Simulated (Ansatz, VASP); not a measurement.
# One calculation of Pt, two programs

```
Pt
1.0
     2.91434    0.00000    0.00000
    -1.45717    2.52390    0.00000
     0.00000    0.00000    4.30006
Pt
2
Direct
  0.66667 0.33333 0.75000
  0.33333 0.66667 0.25000
```

Alike in both runs: task single point; functional r2SCAN; k mesh 24 × 24 × 12; occupations gaussian, width 0.15 eV; no spin polarisation.

|  | VASP | Ansatz |
| --- | --- | --- |
| version | VASP 6.6.1 | Ansatz 0.2.0 |
| potentials or method | VASP PAW PBE potentials, release 64 (Pt), cutoff 520 eV | scalar-relativistic, plane waves, PAW |
| valence electrons in the cell | 20 | 36 |

|  | VASP | Ansatz | Ansatz less VASP |
| --- | --- | --- | --- |
| gap on the k mesh at the Fermi level (eV) | none | none | - |
| pressure (GPa) | -3.0 | -3.5 | -0.56 |
| traceless stress, the component that is largest in VASP (GPa) | 5.21 | 4.98 | -0.221 |

VASP's potentials were made for PBE, not for r2SCAN. A gap of «none» marks a metal or a gap that the smearing closes. VASP's potentials hold 20 valence electrons a cell and Ansatz's 36, so a difference there can come from the potentials and not from the codes.

Neither program's run includes spin-orbit coupling.
